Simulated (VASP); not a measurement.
# C (P6_3/mmc) in VASP: further runs

The runs below take C through single point, with PBEsol+D3(BJ).

All numbers are computed with VASP 6.6.1; they aren't measurements. Logs are shortened: lines on timing, memory, paths and dates and some standing lists are left out, and cuts for length are marked.

**1. The cell of the first run**

Symmetry: P6_3/mmc, No. 194, hexagonal system. Conventional cell: a = 2.392 Å, b = 2.392 Å, c = 7.228 Å, α = 90.00°, β = 90.00°, γ = 120.00°. C (site symmetry -6m2) has 3 C at 1.38 Å within 1.8 Å. Within 1.8 Å of C (site symmetry -6m2) lie 3 C at 1.38 Å.

**2. Single point, PBEsol+D3(BJ) (8.95 Å³/atom)**

Input file INCAR:

```
SYSTEM = C
PREC = Accurate ; ENCUT = 520
EDIFF = 1E-6 ; ISMEAR = 0
SIGMA = 0.15 ; LREAL = .FALSE.
LASPH = .TRUE. ; NELM = 80
ALGO = Normal ; ISIF = 2
LWAVE = .FALSE. ; LCHARG = .FALSE.
GGA = PS ; IVDW = 12
NBANDS = 16
```

Input file KPOINTS:

```
Automatic mesh
0
G
  21 21 8
  0 0 0
```

Input file POSCAR:

```
C
1.0
    2.3916848581      0.0000000000      0.0000000000
   -1.1958424291      2.0712598450      0.0000000000
    0.0000000000      0.0000000000      7.2283891468
C
4
Direct
    0.0000000000      0.0000000000      0.0025000000
    0.0000000000      0.0000000000      0.5025000000
    0.3333333333      0.6666666667      0.0025000000
    0.6666666667      0.3333333333      0.5025000000
```

Potentials or basis: VASP PAW PBE potentials, release 64 (C).

Started as:

```console
> cat potpaw_PBE.64/C/POTCAR > POTCAR
> mpirun -np 1 vasp_std > vasp.out
```

OUTCAR:

```text
SYSTEM = C
   PREC = Accurate
   ENCUT = 520
   EDIFF = 1E-6
   ISMEAR = 0
   LREAL = .FALSE.
   LASPH = .TRUE.
   NELM = 80
   ISIF = 2
   GGA = PS
   IVDW = 12
 IVDW          = 12

 ion  position               nearest neighbor table
   1  0.000  0.000  0.002-   3 1.38   3 1.38   3 1.38
   2  0.000  0.000  0.502-   4 1.38   4 1.38   4 1.38
   3  0.333  0.667  0.002-   1 1.38   1 1.38   1 1.38
   4  0.667  0.333  0.502-   2 1.38   2 1.38   2 1.38

  LATTYP: Found a hexagonal cell.
 ALAT       =     2.3916848581
 C/A-ratio  =     3.0223000001

  Lattice vectors:

 A1 = (   2.3916848581,   0.0000000000,   0.0000000000)
 A2 = (  -1.1958424291,   2.0712598450,   0.0000000000)
 A3 = (   0.0000000000,   0.0000000000,   7.2283891468)

Analysis of symmetry for initial positions (statically):
=====================================================================
 Subroutine PRICEL returns:
 Original cell was already a primitive cell.

 Routine SETGRP: Setting up the symmetry group for a
 hexagonal supercell.

 Subroutine GETGRP returns: Found 24 space group operations
 (whereof  6 operations were pure point group operations)
 out of a pool of 24 trial point group operations.

The static configuration has the point symmetry C_3v.
 The point group associated with its full space group is D_6h.

Analysis of symmetry for dynamics (positions and initial velocities):
=====================================================================
 Subroutine PRICEL returns:
 Original cell was already a primitive cell.

 Routine SETGRP: Setting up the symmetry group for a
 hexagonal supercell.

 Subroutine GETGRP returns: Found 24 space group operations
 (whereof  6 operations were pure point group operations)
 out of a pool of 24 trial point group operations.

The dynamic configuration has the point symmetry C_3v.
 The point group associated with its full space group is D_6h.

 Subroutine INISYM returns: Found 24 space group operations
 (whereof  6 operations are pure point group operations),
 and found     1 'primitive' translations

----------------------------------------------------------------------------------------

                                     Primitive cell

  volume of cell :      35.8080

  direct lattice vectors                    reciprocal lattice vectors
     2.391684858  0.000000000  0.000000000     0.418115287  0.241398973  0.000000000
    -1.195842429  2.071259845  0.000000000     0.000000000  0.482797947  0.000000000
     0.000000000  0.000000000  7.228389147     0.000000000  0.000000000  0.138343410

  length of vectors
     2.391684858  2.391684858  7.228389147     0.482797947  0.482797947  0.138343410

  position of ions in fractional coordinates (direct lattice)
     0.000000000  0.000000000  0.002500000
     0.000000000  0.000000000  0.502500000
     0.333333333  0.666666667  0.002500000
     0.666666667  0.333333333  0.502500000

  ion indices of the primitive-cell ions
   primitive index   ion index
                 1           1
                 2           2
                 3           3
                 4           4

----------------------------------------------------------------------------------------

 KPOINTS: Automatic mesh

Automatic generation of k-mesh.
 Grid dimensions read from file:
 generate k-points for:   21   21    8

 Generating k-lattice:

  Cartesian coordinates                     Fractional coordinates (reciprocal lattice)
     0.019910252  0.011495189  0.000000000     0.047619048  0.000000000  0.000000000
     0.000000000  0.022990378  0.000000000     0.000000000  0.047619048  0.000000000
     0.000000000  0.000000000  0.017292926     0.000000000  0.000000000  0.125000000

  Length of vectors
     0.022990378  0.022990378  0.017292926

  Shift w.r.t. Gamma in fractional coordinates (k-lattice)
     0.000000000  0.000000000  0.000000000

 Subroutine IBZKPT returns following result:
 ===========================================

 Found    240 irreducible k-points:

 Following reciprocal coordinates:
            Coordinates               Weight
  0.000000  0.000000  0.000000      1.000000
  0.047619  0.000000  0.000000      6.000000
  0.095238  0.000000  0.000000      6.000000
  0.142857  0.000000  0.000000      6.000000
  0.190476  0.000000  0.000000      6.000000
  0.238095  0.000000  0.000000      6.000000
[... 16 lines left out ...]
  0.142857  0.095238  0.000000     12.000000
  0.190476  0.095238  0.000000     12.000000
 [... further k-points ...]
   k-points           NKPTS =    240   k-points in BZ     NKDIM =    240   number of bands    NBANDS=     16
   number of dos      NEDOS =    301   number of ions     NIONS =      4
   total plane-waves  NPLWV =  17496
   dimension x,y,z NGX =    18 NGY =   18 NGZ =   54
   dimension x,y,z NGXF=    36 NGYF=   36 NGZF=  108
   ions per type =               4
   NGX,Y,Z   is equivalent  to a cutoff of  12.51, 12.51, 12.42 a.u.
   NGXF,Y,Z  is equivalent  to a cutoff of  25.02, 25.02, 24.84 a.u.
 SYSTEM =  C
   PREC   = accura    normal or accurate (medium, high low for compatibility)
   ISTART =      0    job   : 0-new  1-cont  2-samecut
   ICHARG =      2    charge: 1-file 2-atom 10-const
   ISPIN  =      1    spin polarized calculation?
   LNONCOLLINEAR =      F non collinear calculations
   LSORBIT =      F    spin-orbit coupling
   LASPH  =      T    aspherical Exc in radial PAW
   ENCUT  =  520.0 eV  38.22 Ry    6.18 a.u.   4.45  4.45 13.44*2*pi/ulx,y,z
   NELM   =     80;   NELMIN=  2; NELMDL= -5     # of ELM steps
   EDIFF  = 0.1E-05   stopping-criterion for ELM
   LREAL  =      F    real-space projection
   EDIFFG = 0.1E-04   stopping-criterion for IOM
   NSW    =      0    number of steps for IOM
   IBRION =     -1    ionic relax: 0-MD 1-quasi-New 2-CG
   NFREE  =      0    steps in history (QN), initial steepest desc. (CG)
   ISIF   =      2    stress and relaxation
   ISYM   =      2    0-nonsym 1-usesym 2-fastsym
   POTIM  = 0.5000    time-step for ionic-motion
   TEBEG  =    0.0;   TEEND  =   0.0 temperature during run
   PSTRESS=    0.0 pullay stress
   NELECT =      16.0000    total number of electrons
   NUPDOWN=      -1.0000    fix difference up-down
   EMIN   =  10.00;   EMAX   =-10.00  energy-range for DOS
   EFERMI =   0.00;   METHOD = LEGACY
   ISMEAR =     0;   SIGMA  =   0.15  broadening in eV -4-tet -1-fermi 0-gaus
   EFERMI_NEDOS =   21; number of points for ismear=-14 and -15
   IALGO  =     38    algorithm
   IMIX   =      4    mixing-type and parameters
     AMIX     =   0.40;   BMIX     =  1.00
     AMIX_MAG =   1.60;   BMIX_MAG =  1.00
  volume/ion in A,a.u.               =       8.95        60.41
  Fermi-wavevector in a.u.,A,eV,Ry     =   1.251569  2.365122 21.312506  1.566425
  Thomas-Fermi vector in A             =   2.385510
   LORBIT       =      0    0 simple, 1 ext, 2 COOP (PROOUT), +10 PAW based schemes
   GGA     = PS    functional components
   LHFCALC =     F    Hartree Fock is set to
   AEXX    =    0.0000 exact exchange contribution
   IVDW    =    12    specifies the selected vdW correction
   LEPSILON=     F    determine dielectric tensor
   LRPA    =     F    only Hartree local field effects (RPA)
 non-spin polarized calculation
 Gauss-broadening in eV      SIGMA  =   0.15
  energy-cutoff  :      520.00
  volume of cell :       35.81
 maximum number of plane-waves:       999
 NGX is ok and might be reduce to    18
   NGX =  9   NGY =  9   NGZ = 27

 number of electron      16.0000004 magnetization

 Free energy of the ion-electron system (eV)
  ---------------------------------------------------
  ext. energy  EPLUGINS =         0.00000000
  ---------------------------------------------------
  free energy    TOTEN  =       -38.34440899 eV

  energy without entropy =      -38.34347859  energy(sigma->0) =      -38.34394379

 E-fermi :   4.5055     XC(G=0): -10.1888

 val. band max:        4.5037004334   @ k =   0.3333   0.3333   0.5000
 cond. band min:       4.5055496655   @ k =   0.3333   0.3333   0.2500
 fundamental gap:      0.0018492321
 Fermi energy:         4.5055023502

 k-point     1 :       0.0000    0.0000    0.0000
  band No.  band energies     occupation
      1     -15.7859      2.00000
      2     -15.6245      2.00000
      3      -4.3937      2.00000
      4      -3.0899      2.00000
      5       1.5646      2.00000
      6       1.5646      2.00000
[... 8 lines left out ...]
     15      17.0739      0.00000
     16      17.1808      0.00000

 k-point     2 :       0.0476    0.0000    0.0000
  band No.  band energies     occupation
      1     -15.7291      2.00000
      2     -15.5683      2.00000
      3      -4.3233      2.00000
      4      -3.0224      2.00000
      5       1.3353      2.00000
      6       1.3447      2.00000
[... 8 lines left out ...]
     15      16.8536      0.00000
     16      16.9700      0.00000

 k-point     3 :       0.0952    0.0000    0.0000
  band No.  band energies     occupation
      1     -15.5587      2.00000
      2     -15.3997      2.00000
      3      -4.1125      2.00000
      4      -2.8204      2.00000
      5       0.6906      2.00000
      6       0.7060      2.00000
[... 8 lines left out ...]
     15      16.2233      0.00000
     16      16.3673      0.00000

 k-point     4 :       0.1429    0.0000    0.0000
  band No.  band energies     occupation
      1     -15.2753      2.00000
      2     -15.1195      2.00000
      3      -3.7629      2.00000
      4      -2.4860      2.00000
      5      -0.2686      2.00000
      6      -0.2452      2.00000
[... 8 lines left out ...]
     15      15.5250      0.00000
     16      15.5479      0.00000

 k-point     5 :       0.1905    0.0000    0.0000
  band No.  band energies     occupation
      1     -14.8800      2.00000
      2     -14.7284      2.00000
      3      -3.2771      2.00000
      4      -2.0226      2.00000
      5      -1.4330      2.00000
      6      -1.4003      2.00000
[... 8 lines left out ...]
     15      16.9390      0.00000
     16      16.9616      0.00000

 k-point     6 :       0.2381    0.0000    0.0000
  band No.  band energies     occupation
      1     -14.3741      2.00000
      2     -14.2280      2.00000
      3      -2.7128      2.00000
      4      -2.6700      2.00000
      5      -2.6597      2.00000
      6      -1.4367      2.00000
[... 8 lines left out ...]
     15      18.5613      0.00000
     16      18.5842      0.00000
[... 267 lines left out ...]
 k-point    21 :       0.4762    0.0476    0.0000
  band No.  band energies     occupation
      1      -9.9889      2.00000
      2      -9.9322      2.00000
      3      -9.2970      2.00000
      4      -9.2542      2.00000
      5      -2.3272      2.00000
      6      -2.3022      2.00000
[... 8 lines left out ...]
     15      18.2628      0.00000
     16      19.0829      0.00000

 k-point    22 :       0.0952    0.0952    0.0000
  band No.  band energies     occupation
      1     -15.1058      2.00000
      2     -14.9518      2.00000
      3      -3.5541      2.00000
      4      -2.2865      2.00000
      5      -0.6093      2.00000
      6      -0.5946      2.00000
[... 8 lines left out ...]
     15      15.6396      0.00000
     16      15.6709      0.00000

 k-point    23 :       0.1429    0.0952    0.0000
  band No.  band energies     occupation
      1     -14.7112      2.00000
      2     -14.5615      2.00000
      3      -3.0699      2.00000
      4      -1.8252      2.00000
      5      -1.5912      2.00000
      6      -1.5674      2.00000
[... 8 lines left out ...]
     15      16.5222      0.00000
     16      16.5766      0.00000

 k-point    24 :       0.1905    0.0952    0.0000
  band No.  band energies     occupation
      1     -14.2064      2.00000
      2     -14.0620      2.00000
      3      -2.7491      2.00000
      4      -2.7121      2.00000
      5      -2.4546      2.00000
      6      -1.2418      2.00000
[... 8 lines left out ...]
     15      17.6228      0.00000
     16      17.7522      0.00000

 [... further k-points ...]

------------------------ aborting loop because EDIFF is reached ----------------------------------------

 Edisp (eV)   -0.39961

 E8    (eV) :    -0.1940

  FORCE on cell =-STRESS in cart. coord.  units (eV):
  Direction    XX          YY          ZZ          XY          YZ          ZX
  --------------------------------------------------------------------------------------
  -------------------------------------------------------------------------------------
  Total       8.75652     8.75652    -0.45290    -0.00000    -0.00000    -0.00000
  in kB     391.79768   391.79768   -20.26435    -0.00000    -0.00000    -0.00000
  external pressure =      254.44 kB  Pullay stress =        0.00 kB

 VOLUME and BASIS-vectors are now :
 -----------------------------------------------------------------------------
  energy-cutoff  :      520.00
  volume of cell :       35.81
      direct lattice vectors                 reciprocal lattice vectors
     2.391684858  0.000000000  0.000000000     0.418115287  0.241398973  0.000000000
    -1.195842429  2.071259845  0.000000000     0.000000000  0.482797947  0.000000000
     0.000000000  0.000000000  7.228389147     0.000000000  0.000000000  0.138343410

 POSITION                                       TOTAL-FORCE (eV/Angst)
 -----------------------------------------------------------------------------------
      0.00000      0.00000      0.01807        -0.000000     -0.000000      0.000000
      0.00000      0.00000      3.63227         0.000000      0.000000      0.000000
     -0.00000      1.38084      0.01807        -0.000000      0.000000     -0.000000
      1.19584      0.69042      3.63227         0.000000     -0.000000     -0.000000
 -----------------------------------------------------------------------------------
    total drift:                               -0.000000     -0.000000      0.000011

  FREE ENERGIE OF THE ION-ELECTRON SYSTEM (eV)
  ---------------------------------------------------
  free  energy   TOTEN  =       -38.7440194440 eV

  energy  without entropy=      -38.7430890435  energy(sigma->0) =      -38.74355424
```

Wall time 99 s (1 thread of Intel Xeon Platinum 8259CL at 2.50GHz (Skylake/Cascade Lake), shared host); peak memory 0.22 GiB.

What came out:

- Free energy: -38.7440 eV
- Pressure: 25.4 GPa
- Band gap on the k mesh: zero (bands 8 and 9 overlap by 0.01 eV)
- Dispersion energy per atom: -0.100 eV

Levels at points of the mesh, in eV from the Fermi level:
```csv
k point,band 4,band 5,band 6,band 7,band 8,band 9,band 10,band 11,band 12,band 13
"(0.00, 0.00, 0.00)",-7.60,-2.94,-2.94,-2.93,-2.93,3.22,8.43,8.91,8.91,8.94
"(0.00, 0.00, 0.50)",-8.30,-2.94,-2.94,-2.94,-2.94,5.32,5.32,8.92,8.92,8.92
```

Caveat: the cell stands under pressure; the PAW data sets were made with another functional, which shifts forces and pressure a little.

**3. Single point, PBEsol+D3(BJ) (8.95 Å³/atom)**

Input file INCAR:

```
SYSTEM = C
ALGO = Normal
EDIFF = 1E-6
ENCUT = 520
GGA = PS
ISIF = 2
ISMEAR = 0
IVDW = 12
LASPH = .TRUE.
LCHARG = .TRUE.
LELF = .TRUE.
LREAL = .FALSE.
LVHAR = .TRUE.
LWAVE = .FALSE.
NBANDS = 16
NELM = 80
PREC = Accurate
SIGMA = 0.15
```

Input file KPOINTS:

```
k-points
0
G
  21 21 8
  0 0 0
```

Input file POSCAR:

```
C
1.0
    2.5931831295      0.0000000000      0.0000000000
   -1.2965915647      2.2457624668      0.0000000000
    0.0000000000      0.0000000000      6.1486965183
C
4
Direct
    0.0000000000      0.0000000000      0.0025000000
    0.0000000000      0.0000000000      0.5025000000
    0.3333333333      0.6666666667      0.0025000000
    0.6666666667      0.3333333333      0.5025000000
```

Potentials or basis: VASP PAW PBE potentials, release 64 (C).

Started as:

```console
> cat potpaw_PBE.64/C/POTCAR > POTCAR
> mpirun -np 1 vasp_std > vasp.out
```

Run time: 1.7 min. Hardware: 1 thread of Intel Xeon Platinum 8259CL at 2.50GHz (Skylake/Cascade Lake), shared host; peak memory 0.23 GiB.

Results (log left out):

```yaml
Free_energy: -38.2603 eV
Pressure: -38.2 GPa
Band_gap_on_the_k_mesh: zero (bands 8 and 9 overlap by 0.09 eV)
Dispersion_energy_per_atom: -0.113 eV
```

Stress tensor (GPa, compression positive):
```
-59.11   0.00   0.00
  0.00 -59.11   0.00
  0.00   0.00   3.65
```

Levels at points of the mesh, in eV from the Fermi level:
| k point | band 4 | band 5 | band 6 | band 7 | band 8 | band 9 | band 10 | band 11 | band 12 | band 13 |
| --- | --- | --- | --- | --- | --- | --- | --- | --- | --- | --- |
| (0.00, 0.00, 0.00) | -4.87 | -2.98 | -2.98 | -2.92 | -2.92 | 5.59 | 7.36 | 7.36 | 7.49 | 7.49 |
| (0.00, 0.00, 0.50) | -6.65 | -2.95 | -2.95 | -2.95 | -2.95 | 7.42 | 7.42 | 7.42 | 7.42 | 8.99 |

Caveat: the cell stands under tension; the PAW data sets were made with another functional, which shifts forces and pressure a little.

**4. Single point, PBEsol+D3(BJ) (9.23 Å³/atom)**

This run uses another cell than the first one, of 9.23 Å³/atom.

Input file INCAR:

```
PREC = Accurate ; ENCUT = 520
EDIFF = 1E-6 ; ISMEAR = 0
SIGMA = 0.15 ; LREAL = False
LASPH = True ; NELM = 60
ALGO = Normal ; ISIF = 2
LWAVE = False ; LCHARG = False
GGA = PS ; IVDW = 12
NBANDS = 16
```

Input file KPOINTS:

```
regular mesh
0
Gamma
  21 21 8
```

Input file POSCAR:

```
C
1.0
    2.4557062978      0.0000000000      0.0000000000
   -1.2278531489      2.1267040381      0.0000000000
    0.0000000000      0.0000000000      7.0670315837
C
4
Direct
    0.0000000000      0.0000000000      0.0025000000
    0.0000000000      0.0000000000      0.5025000000
    0.3333333333      0.6666666667      0.0025000000
    0.6666666667      0.3333333333      0.5025000000
```

Started as:

```console
> cat potpaw_PBE.64/C/POTCAR > POTCAR
> mpirun -np 1 vasp_std > vasp.out
```

Run time: 2.1 min. Hardware: 1 thread of Intel Xeon 8259CL, shared host; peak memory 0.23 GiB.

It converged, with:

```yaml
Free_energy: -38.9963 eV
Pressure: 1.0 GPa
Band_gap_on_the_k_mesh: zero (bands 8 and 9 overlap by 0.02 eV)
Dispersion_energy_per_atom: -0.104 eV
```

Stress tensor (GPa, compression positive):
```
 2.41  0.00  0.00
 0.00  2.41  0.00
 0.00  0.00 -1.72
```

Levels at points of the mesh, in eV from the Fermi level:
```tsv
k point	band 4	band 5	band 6	band 7	band 8	band 9	band 10	band 11	band 12	band 13
(0.00, 0.00, 0.00)	-6.91	-2.98	-2.98	-2.97	-2.97	3.64	8.37	8.37	8.41	8.41
(0.00, 0.00, 0.50)	-7.75	-2.98	-2.98	-2.98	-2.98	5.92	5.92	8.39	8.39	8.39
```

Caveat: the PAW data sets were made with another functional, which shifts forces and pressure a little.

[end of part 1 of 2]
